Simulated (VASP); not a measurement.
# Ni: single point with BLYP+D4

Ni:

```xyz
1
Lattice="-1.3933 1.3933 1.3933 1.3933 -1.3933 1.3933 1.3933 1.3933 -1.3933" Properties=species:S:1:pos:R:3 pbc="T T T"
Ni    0.0000    0.0000    0.0000
```

* Program: VASP 6.6.1
* Task: single point
* Functional: BLYP
* Dispersion: D4
* Potentials or basis: VASP PAW PBE potentials, release 64 (Ni)
* Cutoff: 520 eV
* k mesh: 13 × 13 × 13
* Occupations: fermi-dirac, width 0.05 eV
* Spin: collinear spin, ferromagnetic start
* Starting moments: [1.0] μB

* Pressure: 0.0 GPa
* Net moment: 0.55 μB per cell
* Site moments: Ni +0.55 μB
* Valence electrons inside the program's atomic spheres: Ni 9.37
* Dispersion energy per atom: -0.887 eV

Levels at points of the mesh, in eV from the Fermi level:
Spin up:
| k point | band 3 | band 4 | band 5 | band 6 | band 7 | band 8 |
| --- | --- | --- | --- | --- | --- | --- |
| (0.00, 0.00, 0.00) | -2.28 | -2.28 | -0.86 | -0.86 | 26.89 | 26.89 |
Spin down:
| k point | band 2 | band 3 | band 4 | band 5 | band 6 | band 7 | band 8 | band 9 |
| --- | --- | --- | --- | --- | --- | --- | --- | --- |
| (0.00, 0.00, 0.00) | -1.63 | -1.63 | -1.63 | -0.40 | -0.40 | 26.83 | 26.83 | 26.83 |

Run time: 46 s on 1 thread of Intel Xeon 8259CL, on a shared host, peak memory 0.14 GiB.

Caveat: the PAW data sets were made with another functional, which shifts forces and pressure a little; pairwise dispersion overbinds metals, which lowers pressure and volume.
